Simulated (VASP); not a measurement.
Wanted: the native input for a VASP 6.6.1 run.

* Task: single point
* Functional: r2SCAN
* Potentials or basis: VASP PAW PBE potentials, release 64 (Bi_d, Te, Se)
* Cutoff: 520 eV
* k mesh: 6 × 6 × 6
* Occupations: gaussian, width 0.05 eV
* Spin: no spin polarisation
* Dipole correction: no
* Further INCAR settings: ALGO = Normal; EDIFF = 1e-06; NBANDS = 32

The system is Bi2TeSe2.

```
CELL_PARAMETERS angstrom
2.09150 1.20753 9.71233
-2.09150 1.20753 9.71233
0.00000 -2.41506 9.71233
ATOMIC_POSITIONS crystal
Bi 0.39806 0.39806 0.39806
Bi 0.60194 0.60194 0.60194
Te 0.00000 0.00000 0.00000
Se 0.21160 0.21160 0.21160
Se 0.78840 0.78840 0.78840
```

The input as run:

POSCAR

```
Bi2TeSe2
1.0
    2.0915012419      1.2075288050      9.7123300000
   -2.0915012419      1.2075288050      9.7123300000
    0.0000000000     -2.4150576100      9.7123300000
Bi Te Se
2 1 2
Direct
    0.3980600000      0.3980600000      0.3980600000
    0.6019400000      0.6019400000      0.6019400000
    0.0000000000      0.0000000000      0.0000000000
    0.2116000000      0.2116000000      0.2116000000
    0.7884000000      0.7884000000      0.7884000000
```

INCAR.step1

```
SYSTEM = Bi2TeSe2
  PREC = Accurate
  ENCUT = 520
  ISMEAR = 0
  SIGMA = 0.05
  LREAL = .FALSE.
  LASPH = .TRUE.
  NELM = 80
  NBANDS = 32
  GGA = PE
  ALGO = Normal
  EDIFF = 1E-4
  LWAVE = .TRUE.
  LCHARG = .FALSE.
```

INCAR.step2

```
SYSTEM = Bi2TeSe2
  PREC = Accurate
  ENCUT = 520
  EDIFF = 1E-6
  ISMEAR = 0
  SIGMA = 0.05
  LREAL = .FALSE.
  LASPH = .TRUE.
  NELM = 80
  ALGO = Normal
  ISIF = 2
  LWAVE = .FALSE.
  LCHARG = .FALSE.
  METAGGA = R2SCAN
  LMIXTAU = .TRUE.
  NBANDS = 32
  ISTART = 1
```

KPOINTS

```
Automatic mesh
0
G
  6 6 6
  0 0 0
```

Potentials or basis: VASP PAW PBE potentials, release 64 (Bi_d, Te, Se).

Run with:

```bash
$ cat potpaw_PBE.64/Bi_d/POTCAR potpaw_PBE.64/Te/POTCAR potpaw_PBE.64/Se/POTCAR > POTCAR
$ cp INCAR.step1 INCAR
$ mpirun -np 1 vasp_std > vasp.out
$ cp INCAR.step2 INCAR
$ mpirun -np 1 vasp_std > vasp.out
```

It gave:

```json
{
  "Pressure": "3.8 GPa",
  "Largest force": "2.028 eV/Å",
  "Band gap on the k mesh": "0.76 eV"
}
```

Caveat: the cell stands under pressure; the PAW data sets were made with another functional, which shifts forces and pressure a little; spin-orbit coupling is left out, which moves the levels of the heavy elements.

Wall time 30 min on 1 thread of Intel(R) Xeon(R) 6975P-C (Granite Rapids), on a shared host, peak memory 1.2 GiB.
